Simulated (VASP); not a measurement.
# MnGa2 (Fm-3m) in VASP: single point with PBE

Aim: the single point of MnGa2 with PBE.

All numbers are computed with VASP 6.6.1; they aren't measurements. Logs are shortened: lines on timing, memory, paths and dates and some standing lists are left out, and cuts for length are marked.

## 1. The cell of the first run

Symmetry: Fm-3m, No. 225, cubic system. Conventional cell: a = 5.927 Å, b = 5.927 Å, c = 5.927 Å, α = 90.00°, β = 90.00°, γ = 90.00°. Mn (site symmetry m-3m) has 8 Ga at 2.57 Å within 3.4 Å. Ga (site symmetry -43m) has 4 Mn at 2.57 Å and 6 Ga at 2.96 Å within 3.4 Å.

## 2. Single point, PBE, collinear spin, ferromagnetic start

Input file INCAR:

```
SYSTEM = MnGa2
  PREC = Accurate
  ENCUT = 520
  EDIFF = 1E-6
  ISMEAR = 0
  SIGMA = 0.1
  LREAL = .FALSE.
  LASPH = .TRUE.
  NELM = 150
  ALGO = Normal
  ISIF = 2
  LWAVE = .FALSE.
  LCHARG = .FALSE.
  ISPIN = 2
  MAGMOM = 3.41 0 0
  LORBIT = 11
  LMAXMIX = 4
  GGA = PE
  NBANDS = 30
```

Input file KPOINTS:

```
regular mesh
0
G
  14 14 14
  0 0 0
```

Input file POSCAR:

```
MnGa2
1.0
    0.0000000000      2.9633031730      2.9633031730
    2.9633031730      0.0000000000      2.9633031730
    2.9633031730      2.9633031730      0.0000000000
Mn Ga
1 2
Direct
    0.0000000000      0.0000000000      0.0000000000
    0.2500000000      0.2500000000      0.2500000000
    0.7500000000      0.7500000000      0.7500000000
```

Potentials or basis: VASP PAW PBE potentials, release 64 (Mn_pv, Ga_d).

Command:

```console
> cat potpaw_PBE.64/Mn_pv/POTCAR potpaw_PBE.64/Ga_d/POTCAR > POTCAR
> mpirun -np 1 vasp_std > vasp.out
```

OUTCAR:

```text
SYSTEM = MnGa2
   PREC = Accurate
   ENCUT = 520
   EDIFF = 1E-6
   ISMEAR = 0
   LREAL = .FALSE.
   LASPH = .TRUE.
   NELM = 150
   ISIF = 2
   ISPIN = 2
   LORBIT = 11
   GGA = PE

 ion  position               nearest neighbor table
   1  0.000  0.000  0.000-   3 2.57   3 2.57   3 2.57   2 2.57   3 2.57   2 2.57   2 2.57   2 2.57

   2  0.250  0.250  0.250-   1 2.57   1 2.57   1 2.57   1 2.57
   3  0.750  0.750  0.750-   1 2.57   1 2.57   1 2.57   1 2.57

  LATTYP: Found a face centered cubic cell.
 ALAT       =     5.9266063460

  Lattice vectors:

 A1 = (   0.0000000000,   2.9633031730,   2.9633031730)
 A2 = (   2.9633031730,   0.0000000000,   2.9633031730)
 A3 = (   2.9633031730,   2.9633031730,   0.0000000000)

Analysis of symmetry for initial positions (statically):
=====================================================================
 Subroutine PRICEL returns:
 Original cell was already a primitive cell.

 Routine SETGRP: Setting up the symmetry group for a
 face centered cubic supercell.

 Subroutine GETGRP returns: Found 48 space group operations
 (whereof 48 operations were pure point group operations)
 out of a pool of 48 trial point group operations.

The static configuration has the point symmetry O_h .

Analysis of symmetry for dynamics (positions and initial velocities):
=====================================================================
 Subroutine PRICEL returns:
 Original cell was already a primitive cell.

 Routine SETGRP: Setting up the symmetry group for a
 face centered cubic supercell.

 Subroutine GETGRP returns: Found 48 space group operations
 (whereof 48 operations were pure point group operations)
 out of a pool of 48 trial point group operations.

The dynamic configuration has the point symmetry O_h .

Analysis of structural, dynamic, and magnetic symmetry:
=====================================================================
 Subroutine PRICEL returns:
 Original cell was already a primitive cell.

 Routine SETGRP: Setting up the symmetry group for a
 face centered cubic supercell.

 Subroutine GETGRP returns: Found 48 space group operations
 (whereof 48 operations were pure point group operations)
 out of a pool of 48 trial point group operations.

The overall configuration has the point symmetry O_h .

 Subroutine INISYM returns: Found 48 space group operations
 (whereof 48 operations are pure point group operations),
 and found     1 'primitive' translations

----------------------------------------------------------------------------------------

                                     Primitive cell

  volume of cell :      52.0425

  direct lattice vectors                    reciprocal lattice vectors
     0.000000000  2.963303173  2.963303173    -0.168730626  0.168730626  0.168730626
     2.963303173  0.000000000  2.963303173     0.168730626 -0.168730626  0.168730626
     2.963303173  2.963303173  0.000000000     0.168730626  0.168730626 -0.168730626

  length of vectors
     4.190743537  4.190743537  4.190743537     0.292250017  0.292250017  0.292250017

  position of ions in fractional coordinates (direct lattice)
     0.000000000  0.000000000  0.000000000
     0.250000000  0.250000000  0.250000000
     0.750000000  0.750000000  0.750000000

  ion indices of the primitive-cell ions
   primitive index   ion index
                 1           1
                 2           2
                 3           3

----------------------------------------------------------------------------------------

 KPOINTS: regular mesh

Automatic generation of k-mesh.
 Grid dimensions read from file:
 generate k-points for:   14   14   14

 Generating k-lattice:

  Cartesian coordinates                     Fractional coordinates (reciprocal lattice)
    -0.012052188  0.012052188  0.012052188     0.071428571  0.000000000  0.000000000
     0.012052188 -0.012052188  0.012052188     0.000000000  0.071428571  0.000000000
     0.012052188  0.012052188 -0.012052188     0.000000000  0.000000000  0.071428571

  Length of vectors
     0.020875001  0.020875001  0.020875001

  Shift w.r.t. Gamma in fractional coordinates (k-lattice)
     0.000000000  0.000000000  0.000000000

 Subroutine IBZKPT returns following result:
 ===========================================

 Found    104 irreducible k-points:

 Following reciprocal coordinates:
            Coordinates               Weight
  0.000000  0.000000  0.000000      1.000000
  0.071429  0.000000  0.000000      8.000000
  0.142857  0.000000  0.000000      8.000000
  0.214286  0.000000  0.000000      8.000000
  0.285714  0.000000  0.000000      8.000000
  0.357143  0.000000  0.000000      8.000000
[... 16 lines left out ...]
  0.214286  0.142857  0.000000     24.000000
  0.285714  0.142857  0.000000     24.000000
 [... further k-points ...]
   k-points           NKPTS =    104   k-points in BZ     NKDIM =    104   number of bands    NBANDS=     30
   number of dos      NEDOS =    301   number of ions     NIONS =      3
   total plane-waves  NPLWV =  32768
   dimension x,y,z NGX =    32 NGY =   32 NGZ =   32
   dimension x,y,z NGXF=    64 NGYF=   64 NGZF=   64
   ions per type =               1   2
   NGX,Y,Z   is equivalent  to a cutoff of  12.69, 12.69, 12.69 a.u.
   NGXF,Y,Z  is equivalent  to a cutoff of  25.39, 25.39, 25.39 a.u.
 SYSTEM =  MnGa2
   PREC   = accura    normal or accurate (medium, high low for compatibility)
   ISTART =      0    job   : 0-new  1-cont  2-samecut
   ICHARG =      2    charge: 1-file 2-atom 10-const
   ISPIN  =      2    spin polarized calculation?
   LNONCOLLINEAR =      F non collinear calculations
   LSORBIT =      F    spin-orbit coupling
   LASPH  =      T    aspherical Exc in radial PAW
   ENCUT  =  520.0 eV  38.22 Ry    6.18 a.u.   7.79  7.79  7.79*2*pi/ulx,y,z
   NELM   =    150;   NELMIN=  2; NELMDL= -5     # of ELM steps
   EDIFF  = 0.1E-05   stopping-criterion for ELM
   LREAL  =      F    real-space projection
   EDIFFG = 0.1E-04   stopping-criterion for IOM
   NSW    =      0    number of steps for IOM
   IBRION =     -1    ionic relax: 0-MD 1-quasi-New 2-CG
   NFREE  =      0    steps in history (QN), initial steepest desc. (CG)
   ISIF   =      2    stress and relaxation
   ISYM   =      2    0-nonsym 1-usesym 2-fastsym
   POTIM  = 0.5000    time-step for ionic-motion
   TEBEG  =    0.0;   TEEND  =   0.0 temperature during run
   PSTRESS=    0.0 pullay stress
   NELECT =      39.0000    total number of electrons
   NUPDOWN=      -1.0000    fix difference up-down
   EMIN   =  10.00;   EMAX   =-10.00  energy-range for DOS
   EFERMI =   0.00;   METHOD = LEGACY
   ISMEAR =     0;   SIGMA  =   0.10  broadening in eV -4-tet -1-fermi 0-gaus
   EFERMI_NEDOS =   21; number of points for ismear=-14 and -15
   IALGO  =     38    algorithm
   IMIX   =      4    mixing-type and parameters
     AMIX     =   0.40;   BMIX     =  1.00
     AMIX_MAG =   1.60;   BMIX_MAG =  1.00
  volume/ion in A,a.u.               =      17.35       117.07
  Fermi-wavevector in a.u.,A,eV,Ry     =   1.486998  2.810018 30.084686  2.211162
  Thomas-Fermi vector in A             =   2.600214
   LORBIT       =     11    0 simple, 1 ext, 2 COOP (PROOUT), +10 PAW based schemes
   GGA     = PE    functional components
   LHFCALC =     F    Hartree Fock is set to
   AEXX    =    0.0000 exact exchange contribution
   IVDW    =     0    specifies the selected vdW correction
   LEPSILON=     F    determine dielectric tensor
   LRPA    =     F    only Hartree local field effects (RPA)
 spin polarized calculation
 Gauss-broadening in eV      SIGMA  =   0.10
  energy-cutoff  :      520.00
  volume of cell :       52.04
 maximum number of plane-waves:      1416
   NGX = 15   NGY = 15   NGZ = 15

 number of electron      39.0000018 magnetization       3.0963427

 Free energy of the ion-electron system (eV)
  ---------------------------------------------------
  ext. energy  EPLUGINS =         0.00000000
  ---------------------------------------------------
  free energy    TOTEN  =       -14.63064637 eV

  energy without entropy =      -14.62282389  energy(sigma->0) =      -14.62673513

 E-fermi :   5.7975     XC(G=0): -11.2005

 val. band max:        5.7955516378   @ k =   0.5000   0.0000   0.0000
 cond. band min:       5.8001248709   @ k =  -0.2143   0.3571   0.1429
 fundamental gap:      0.0045732331
 Fermi energy:         5.7975421486

 spin component 1

 k-point     1 :       0.0000    0.0000    0.0000
  band No.  band energies     occupation
      1     -43.7310      1.00000
      2     -43.7310      1.00000
      3     -43.7310      1.00000
      4      -8.9710      1.00000
      5      -8.9710      1.00000
      6      -8.8964      1.00000
[... 22 lines left out ...]
     29      12.5874      0.00000
     30      15.0254      0.00000
[... 728 lines left out ...]
  band No.  band energies     occupation
      1     -43.7319      1.00000
      2     -43.7313      1.00000
      3     -43.7313      1.00000
      4      -8.9425      1.00000
      5      -8.9019      1.00000
      6      -8.8805      1.00000
[... 22 lines left out ...]
     29      15.1149      0.00000
     30      17.9566      0.00000

 [... further k-points ...]

 spin component 2

 k-point     1 :       0.0000    0.0000    0.0000
  band No.  band energies     occupation
      1     -40.5135      1.00000
      2     -40.5135      1.00000
      3     -40.5135      1.00000
      4      -8.9901      1.00000
      5      -8.9901      1.00000
      6      -8.9006      1.00000
[... 22 lines left out ...]
     29      12.4598      0.00000
     30      15.3479      0.00000
[... 728 lines left out ...]
  band No.  band energies     occupation
      1     -40.5146      1.00000
      2     -40.5138      1.00000
      3     -40.5138      1.00000
      4      -8.9626      1.00000
      5      -8.9048      1.00000
      6      -8.8989      1.00000
[... 22 lines left out ...]
     29      15.5246      0.00000
     30      18.2093      0.00000

 [... further k-points ...]

------------------------ aborting loop because EDIFF is reached ----------------------------------------

  FORCE on cell =-STRESS in cart. coord.  units (eV):
  Direction    XX          YY          ZZ          XY          YZ          ZX
  --------------------------------------------------------------------------------------
  -------------------------------------------------------------------------------------
  Total        0.0462901      0.0462901      0.0462901     -0.0000000     -0.0000000     -0.0000000
  in kB        1.4250848      1.4250848      1.4250848     -0.0000000     -0.0000000     -0.0000000
  external PRESSURE =       1.4250848 kB  Pullay stress =       0.0000000 kB

 VOLUME and BASIS-vectors are now :
 -----------------------------------------------------------------------------
  energy-cutoff  :      520.00
  volume of cell :       52.04
      direct lattice vectors                 reciprocal lattice vectors
     0.000000000  2.963303173  2.963303173    -0.168730626  0.168730626  0.168730626
     2.963303173  0.000000000  2.963303173     0.168730626 -0.168730626  0.168730626
     2.963303173  2.963303173  0.000000000     0.168730626  0.168730626 -0.168730626

 POSITION                                       TOTAL-FORCE (eV/Angst)
 -----------------------------------------------------------------------------------
      0.00000      0.00000      0.00000        -0.000000     -0.000000      0.000000
      1.48165      1.48165      1.48165         0.000000      0.000000      0.000000
      4.44495      4.44495      4.44495        -0.000000     -0.000000     -0.000000
 -----------------------------------------------------------------------------------
    total drift:                                0.000000     -0.000000      0.000000

  FREE ENERGIE OF THE ION-ELECTRON SYSTEM (eV)
  ---------------------------------------------------
  free  energy   TOTEN  =       -14.6306463670 eV

  energy  without entropy=      -14.6228238879  energy(sigma->0) =      -14.62673513

 total charge

# of ion       s       p       d       tot
------------------------------------------
    1        0.342   6.244   5.093  11.679
    2        0.927   0.748   9.965  11.640
    3        0.927   0.748   9.965  11.640
--------------------------------------------------
tot          2.196   7.740  25.023  34.958

 magnetization (x)

# of ion       s       p       d       tot
------------------------------------------
    1        0.043   0.048   3.020   3.111
    2       -0.031  -0.051   0.015  -0.067
    3       -0.031  -0.051   0.015  -0.067
--------------------------------------------------
tot         -0.019  -0.054   3.050   2.976
```

It took 8.6 min on 1 thread of Oxide Virtual Turin-like, shared host; peak memory 0.34 GiB.

Results:

```
Free energy                                           : -14.6306 eV
Pressure                                              : 0.1 GPa
Net moment                                            : 3.10 μB per cell
Site moments                                          : Mn +3.11; Ga -0.07 μB
Valence electrons inside the program's atomic spheres : Mn 11.68; Ga 11.64
```
